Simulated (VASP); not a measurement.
Wanted: the native input for a VASP 6.6.1 run.

| Quantity | Value |
| --- | --- |
| Task | relaxation of cell and atoms |
| Functional | PBE |
| Potentials or basis | VASP PAW PBE potentials, release 64 (B, Mo_sv, Ru_pv) |
| Cutoff | 600 eV |
| k mesh | 4 × 4 × 4 |
| Occupations | gaussian, width 0.1 eV |
| Spin | no spin polarisation |
| Dipole correction | no |
| Further INCAR settings | ALGO = Normal; EDIFF = 1e-06; IBRION = 2; EDIFFG = -0.04; NSW = 90; ISIF = 3 |

The structure of B4MoRu lies in POSCAR:

```
B4MoRu
1.0
    4.1660946900      0.0000000000      0.0000000000
    0.0000000000      4.1660946900      0.0000000000
    0.0000000000      0.0000000000      4.1660946900
B Mo Ru
4 1 1
Direct
    0.7140359100      0.7140359100      0.7140359100
    0.2859640900      0.2859640900      0.7140359100
    0.2859640900      0.7140359100      0.2859640900
    0.7140359100      0.2859640900      0.2859640900
    0.0000000000      0.0000000000      0.0000000000
    0.5000000000      0.5000000000      0.5000000000
```

The input as run:

INCAR

```
SYSTEM = B4MoRu
PREC = Accurate
ENCUT = 600
EDIFF = 1E-6
ISMEAR = 0
SIGMA = 0.1
LREAL = .False.
LASPH = .True.
NELM = 60
ALGO = Normal
ISIF = 3
LWAVE = .False.
LCHARG = .False.
GGA = PE
IBRION = 2
NSW = 90
EDIFFG = -0.04
```

KPOINTS

```
regular mesh
0
Gamma
  4 4 4
  0 0 0
```

Potentials or basis: VASP PAW PBE potentials, release 64 (B, Mo_sv, Ru_pv).

Launch:

```bash
$ cat potpaw_PBE.64/B/POTCAR potpaw_PBE.64/Mo_sv/POTCAR potpaw_PBE.64/Ru_pv/POTCAR > POTCAR
$ mpirun -np 1 vasp_std > vasp.out
```

It gave:

| Item | Value |
| --- | --- |
| Relaxed volume | 16.44 Å³/atom |
| Relaxed cell | a = 4.620 Å, b = 4.620 Å, c = 4.620 Å, α = 90.00°, β = 90.00°, γ = 90.00° |
| Space group after relaxing (to 0.05 Å) | P-43m (No. 215) |
| Energy gained by relaxing | 1871.5 meV/atom |
| Ionic steps | 12 |
| Pressure after relaxing | 0.0 GPa |
| Largest force after relaxing | 0.004 eV/Å |
| Band gap on the k mesh | zero (band 20 reaches 4.78 eV, above the bottom of band 21 at 3.32 eV) |

Caveat: the k points lie up to 0.34 Å⁻¹ apart in the final cell; the volume moved by over 15 % at a fixed basis, so the end points are rough.

Run time: 3 min on 1 thread of Intel(R) Xeon(R) 6975P-C (Granite Rapids), on a shared host, peak memory 0.22 GiB.
